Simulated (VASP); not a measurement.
# B (P6/mmm) in VASP: a series of runs

Runs on B. Level: PBE. Tasks: single point, relaxation of cell and atoms.

Everything below comes from runs of VASP 6.6.1. Logs are shortened: lines on timing, memory, paths and dates and some standing lists are left out, and cuts for length are marked.

## 1. The cell of the first run

It takes space group P6/mmm (No. 191, hexagonal). Conventional cell: a = 3.087 Å, b = 3.087 Å, c = 1.953 Å, α = 90.00°, β = 90.00°, γ = 120.00°. Within 2.6 Å of B (site symmetry 6/mmm) lie 14 B at 1.95 to 2.03 Å. Within 2.4 Å of B (site symmetry -6m2) lie 11 B at 1.78 to 2.03 Å.

## 2. Single point, PBE

The input, INCAR:

```
SYSTEM = B
PREC = Accurate ; ENCUT = 520
EDIFF = 1E-7 ; ISMEAR = -1
SIGMA = 0.1 ; LREAL = .FALSE.
LASPH = .TRUE. ; NELM = 100
ALGO = Normal ; ISIF = 2
LWAVE = .FALSE. ; LCHARG = .TRUE.
GGA = PE ; LELF = .TRUE.
LVHAR = .TRUE. ; NBANDS = 12
```

The input, KPOINTS:

```
Automatic mesh
0
G
  11 11 16
  0 0 0
```

The input, POSCAR:

```
B
1.0
    3.0866740078      0.0000000000      0.0000000000
   -1.5433370039      2.6731381040      0.0000000000
    0.0000000000      0.0000000000      1.9527608603
B
3
Direct
    0.0000000000      0.0000000000      0.0000000000
    0.3333333333      0.6666666667      0.5000000000
    0.6666666667      0.3333333333      0.5000000000
```

Potentials or basis: VASP PAW PBE potentials, release 64 (B).

Started as:

```
$ cat potpaw_PBE.64/B/POTCAR > POTCAR
$ mpirun -np 1 vasp_std > vasp.out
```

OUTCAR:

```text
SYSTEM = B
   PREC = Accurate
   ENCUT = 520
   EDIFF = 1E-7
   ISMEAR = -1
   LREAL = .FALSE.
   LASPH = .TRUE.
   NELM = 100
   ISIF = 2
   GGA = PE

 ion  position               nearest neighbor table
   1  0.000  0.000  0.000-   2 2.03   3 2.03   2 2.03   3 2.03   3 2.03   3 2.03   2 2.03   2 2.03
                             3 2.03   3 2.03   2 2.03   2 2.03
   2  0.333  0.667  0.500-   3 1.78   3 1.78   3 1.78   1 2.03   1 2.03   1 2.03   1 2.03   1 2.03
                             1 2.03
   3  0.667  0.333  0.500-   2 1.78   2 1.78   2 1.78   1 2.03   1 2.03   1 2.03   1 2.03   1 2.03
                             1 2.03

  LATTYP: Found a hexagonal cell.
 ALAT       =     3.0866740078
 C/A-ratio  =     0.6326424026

  Lattice vectors:

 A1 = (   3.0866740078,   0.0000000000,   0.0000000000)
 A2 = (  -1.5433370039,   2.6731381040,   0.0000000000)
 A3 = (   0.0000000000,   0.0000000000,   1.9527608603)

Analysis of symmetry for initial positions (statically):
=====================================================================
 Subroutine PRICEL returns:
 Original cell was already a primitive cell.

 Routine SETGRP: Setting up the symmetry group for a
 hexagonal supercell.

 Subroutine GETGRP returns: Found 24 space group operations
 (whereof 24 operations were pure point group operations)
 out of a pool of 24 trial point group operations.

The static configuration has the point symmetry D_6h.

Analysis of symmetry for dynamics (positions and initial velocities):
=====================================================================
 Subroutine PRICEL returns:
 Original cell was already a primitive cell.

 Routine SETGRP: Setting up the symmetry group for a
 hexagonal supercell.

 Subroutine GETGRP returns: Found 24 space group operations
 (whereof 24 operations were pure point group operations)
 out of a pool of 24 trial point group operations.

The dynamic configuration has the point symmetry D_6h.

 Subroutine INISYM returns: Found 24 space group operations
 (whereof 24 operations are pure point group operations),
 and found     1 'primitive' translations

----------------------------------------------------------------------------------------

                                     Primitive cell

  volume of cell :      16.1124

  direct lattice vectors                    reciprocal lattice vectors
     3.086674008  0.000000000  0.000000000     0.323973312  0.187046079  0.000000000
    -1.543337004  2.673138104  0.000000000     0.000000000  0.374092157  0.000000000
     0.000000000  0.000000000  1.952760860     0.000000000  0.000000000  0.512095475

  length of vectors
     3.086674008  3.086674008  1.952760860     0.374092157  0.374092157  0.512095475

  position of ions in fractional coordinates (direct lattice)
     0.000000000  0.000000000  0.000000000
     0.333333333  0.666666667  0.500000000
     0.666666667  0.333333333  0.500000000

  ion indices of the primitive-cell ions
   primitive index   ion index
                 1           1
                 2           2
                 3           3

----------------------------------------------------------------------------------------

 KPOINTS: Automatic mesh

Automatic generation of k-mesh.
 Grid dimensions read from file:
 generate k-points for:   11   11   16

 Generating k-lattice:

  Cartesian coordinates                     Fractional coordinates (reciprocal lattice)
     0.029452119  0.017004189  0.000000000     0.090909091 -0.000000000  0.000000000
     0.000000000  0.034008378  0.000000000     0.000000000  0.090909091  0.000000000
     0.000000000  0.000000000  0.032005967     0.000000000  0.000000000  0.062500000

  Length of vectors
     0.034008378  0.034008378  0.032005967

  Shift w.r.t. Gamma in fractional coordinates (k-lattice)
     0.000000000  0.000000000  0.000000000

 Subroutine IBZKPT returns following result:
 ===========================================

 Found    144 irreducible k-points:

 Following reciprocal coordinates:
            Coordinates               Weight
  0.000000  0.000000  0.000000      1.000000
  0.090909 -0.000000  0.000000      6.000000
  0.181818 -0.000000  0.000000      6.000000
  0.272727 -0.000000  0.000000      6.000000
  0.363636  0.000000  0.000000      6.000000
  0.454545 -0.000000  0.000000      6.000000
[... 16 lines left out ...]
  0.090909  0.090909  0.062500     12.000000
  0.181818  0.090909  0.062500     24.000000
 [... further k-points ...]
   k-points           NKPTS =    144   k-points in BZ     NKDIM =    144   number of bands    NBANDS=     12
   number of dos      NEDOS =    301   number of ions     NIONS =      3
   total plane-waves  NPLWV =   9216
   dimension x,y,z NGX =    24 NGY =   24 NGZ =   16
   dimension x,y,z NGXF=    48 NGYF=   48 NGZF=   32
   ions per type =               3
   NGX,Y,Z   is equivalent  to a cutoff of  12.93, 12.93, 13.62 a.u.
   NGXF,Y,Z  is equivalent  to a cutoff of  25.85, 25.85, 27.24 a.u.
 SYSTEM =  B
   PREC   = accura    normal or accurate (medium, high low for compatibility)
   ISTART =      0    job   : 0-new  1-cont  2-samecut
   ICHARG =      2    charge: 1-file 2-atom 10-const
   ISPIN  =      1    spin polarized calculation?
   LNONCOLLINEAR =      F non collinear calculations
   LSORBIT =      F    spin-orbit coupling
   LASPH  =      T    aspherical Exc in radial PAW
   ENCUT  =  520.0 eV  38.22 Ry    6.18 a.u.   5.74  5.74  3.63*2*pi/ulx,y,z
   NELM   =    100;   NELMIN=  2; NELMDL= -5     # of ELM steps
   EDIFF  = 0.1E-06   stopping-criterion for ELM
   LREAL  =      F    real-space projection
   EDIFFG = 0.1E-05   stopping-criterion for IOM
   NSW    =      0    number of steps for IOM
   IBRION =     -1    ionic relax: 0-MD 1-quasi-New 2-CG
   NFREE  =      0    steps in history (QN), initial steepest desc. (CG)
   ISIF   =      2    stress and relaxation
   ISYM   =      2    0-nonsym 1-usesym 2-fastsym
   POTIM  = 0.5000    time-step for ionic-motion
   TEBEG  =    0.0;   TEEND  =   0.0 temperature during run
   PSTRESS=    0.0 pullay stress
   NELECT =       9.0000    total number of electrons
   NUPDOWN=      -1.0000    fix difference up-down
   EMIN   =  10.00;   EMAX   =-10.00  energy-range for DOS
   EFERMI =   0.00;   METHOD = LEGACY
   ISMEAR =    -1;   SIGMA  =   0.10  broadening in eV -4-tet -1-fermi 0-gaus
   EFERMI_NEDOS =   21; number of points for ismear=-14 and -15
   IALGO  =     38    algorithm
   IMIX   =      4    mixing-type and parameters
     AMIX     =   0.40;   BMIX     =  1.00
     AMIX_MAG =   1.60;   BMIX_MAG =  1.00
  volume/ion in A,a.u.               =       5.37        36.24
  Fermi-wavevector in a.u.,A,eV,Ry     =   1.348244  2.547812 24.732163  1.817763
  Thomas-Fermi vector in A             =   2.475929
   LORBIT       =      0    0 simple, 1 ext, 2 COOP (PROOUT), +10 PAW based schemes
   GGA     = PE    functional components
   LHFCALC =     F    Hartree Fock is set to
   AEXX    =    0.0000 exact exchange contribution
   IVDW    =     0    specifies the selected vdW correction
   LEPSILON=     F    determine dielectric tensor
   LRPA    =     F    only Hartree local field effects (RPA)
 non-spin polarized calculation
  energy-cutoff  :      520.00
  volume of cell :       16.11
 maximum number of plane-waves:       442
 NGX is ok and might be reduce to    24
   NGX = 11   NGY = 11   NGZ =  7

 number of electron       9.0000000 magnetization

 Free energy of the ion-electron system (eV)
  ---------------------------------------------------
  ext. energy  EPLUGINS =         0.00000000
  ---------------------------------------------------
  free energy    TOTEN  =       -15.01824896 eV

  energy without entropy =      -14.99851523  energy(sigma->0) =      -15.00838210

 E-fermi :  11.5216     XC(G=0): -13.4108

 val. band max:       11.5122749474   @ k =   0.0000   0.0000   0.3750
 cond. band min:      11.5823794552   @ k =   0.1818   0.0909   0.2500
 fundamental gap:      0.0701045078
 Fermi energy:        11.5216364071

 k-point     1 :       0.0000    0.0000    0.0000
  band No.  band energies     occupation
      1      -8.5949      2.00000
      2       6.3891      2.00000
      3       6.3891      2.00000
      4       6.4736      2.00000
      5       6.4736      2.00000
      6      12.9489      0.00000
      7      13.4916      0.00000
      8      18.7181      0.00000
      9      28.2179      0.00000
     10      28.9314      0.00000
     11      29.7204      0.00000
     12      29.7204      0.00000

 k-point     2 :       0.0909   -0.0000    0.0000
  band No.  band energies     occupation
      1      -8.4593      2.00000
      2       4.3719      2.00000
      3       4.8059      2.00000
      4       7.6959      2.00000
      5       8.3641      2.00000
      6      13.5751      0.00000
      7      14.0747      0.00000
      8      18.8616      0.00000
      9      28.0205      0.00000
     10      28.7286      0.00000
     11      29.2197      0.00000
     12      29.4310      0.00000

 k-point     3 :       0.1818   -0.0000    0.0000
  band No.  band energies     occupation
      1      -8.0526      2.00000
      2       2.1227      2.00000
      3       3.4981      2.00000
      4       7.9575      2.00000
      5      10.5886      1.99982
      6      14.8372      0.00000
      7      16.0017      0.00000
      8      19.2890      0.00000
      9      27.4148      0.00000
     10      27.9772      0.00000
     11      28.2220      0.00000
     12      28.5090      0.00000
[... 286 lines left out ...]
 k-point    23 :       0.0909    0.0909    0.0625
  band No.  band energies     occupation
      1      -8.0669      2.00000
      2       3.2981      2.00000
      3       3.3568      2.00000
      4       9.0053      2.00000
      5       9.1797      2.00000
      6      14.7293      0.00000
      7      15.1073      0.00000
      8      18.2769      0.00000
      9      27.1607      0.00000
     10      28.0758      0.00000
     11      28.1661      0.00000
     12      28.8026      0.00000

 k-point    24 :       0.1818    0.0909    0.0625
  band No.  band energies     occupation
      1      -7.5250      2.00000
      2       1.2006      2.00000
      3       2.2989      2.00000
      4       8.9689      2.00000
      5      11.1891      1.93060
      6      16.3813      0.00000
      7      17.3300      0.00000
      8      18.7987      0.00000
      9      26.3430      0.00000
     10      26.5264      0.00000
     11      27.2972      0.00000
     12      28.0430      0.00000

 [... further k-points ...]

------------------------ aborting loop because EDIFF is reached ----------------------------------------

  FORCE on cell =-STRESS in cart. coord.  units (eV):
  Direction    XX          YY          ZZ          XY          YZ          ZX
  --------------------------------------------------------------------------------------
  -------------------------------------------------------------------------------------
  Total        4.2238797      4.2238797      4.2262928     -0.0000000      0.0000000      0.0000000
  in kB      420.0112255    420.0112255    420.2511767     -0.0000000      0.0000000      0.0000000
  external PRESSURE =     420.0912092 kB  Pullay stress =       0.0000000 kB

 VOLUME and BASIS-vectors are now :
 -----------------------------------------------------------------------------
  energy-cutoff  :      520.00
  volume of cell :       16.11
      direct lattice vectors                 reciprocal lattice vectors
     3.086674008  0.000000000  0.000000000     0.323973312  0.187046079  0.000000000
    -1.543337004  2.673138104  0.000000000     0.000000000  0.374092157  0.000000000
     0.000000000  0.000000000  1.952760860     0.000000000  0.000000000  0.512095475

 POSITION                                       TOTAL-FORCE (eV/Angst)
 -----------------------------------------------------------------------------------
      0.00000      0.00000      0.00000        -0.000000      0.000000      0.000000
     -0.00000      1.78209      0.97638        -0.000000      0.000000      0.000000
      1.54334      0.89105      0.97638         0.000000      0.000000     -0.000000
 -----------------------------------------------------------------------------------
    total drift:                                0.000000     -0.000000     -0.000000

  FREE ENERGIE OF THE ION-ELECTRON SYSTEM (eV)
  ---------------------------------------------------
  free  energy   TOTEN  =       -15.0182489618 eV

  energy  without entropy=      -14.9985152293  energy(sigma->0) =      -15.00838210
```

Run time: 13 s. Hardware: 1 thread of Intel Xeon Platinum 8559C (Emerald Rapids), shared host; peak memory 0.13 GiB.

What came out:

```
Free energy : -15.0182 eV
Pressure    : 42.0 GPa
```

## 3. Single point, PBE

The input, INCAR:

```
SYSTEM = B
PREC = Accurate ; ENCUT = 520
EDIFF = 1E-6 ; ISMEAR = -1
SIGMA = 0.1 ; LREAL = .FALSE.
LASPH = .TRUE. ; NELM = 60
ALGO = Normal ; ISIF = 2
LWAVE = .FALSE. ; LCHARG = .TRUE.
GGA = PE ; LELF = .TRUE.
LVHAR = .TRUE. ; NBANDS = 12
```

KPOINTS is that of step 2.

The input, POSCAR:

```
B
1.0
    3.0857432027      0.0000000000      0.0000000000
   -1.5428716014      2.6723320031      0.0000000000
    0.0000000000      0.0000000000      1.9540128623
B
3
Direct
    0.0000000000      0.0000000000      0.0000000000
    0.3333333333      0.6666666667      0.5000000000
    0.6666666667      0.3333333333      0.5000000000
```

Potentials or basis: VASP PAW PBE potentials, release 64 (B).

Started as:

```
$ cat potpaw_PBE.64/B/POTCAR > POTCAR
$ mpirun -np 1 vasp_std > vasp.out
```

It took 13 s on 1 thread of Intel Xeon Platinum 8559C (Emerald Rapids), shared host; peak memory 0.13 GiB.

The run converged. Its results:

- Free energy: -15.0184 eV
- Pressure: 42.0 GPa

Levels at points of the mesh, in eV from the Fermi level:
```tsv
k point	band 2	band 3	band 4	band 5	band 6	band 7	band 8	band 9
(0.00, 0.00, 0.00)	-5.13	-5.13	-5.04	-5.04	1.45	1.99	7.16	16.68
(0.00, 0.00, 0.50)	-12.34	0.11	0.11	1.53	2.77	2.77	4.49	5.36
```

[end of part 1 of 2]
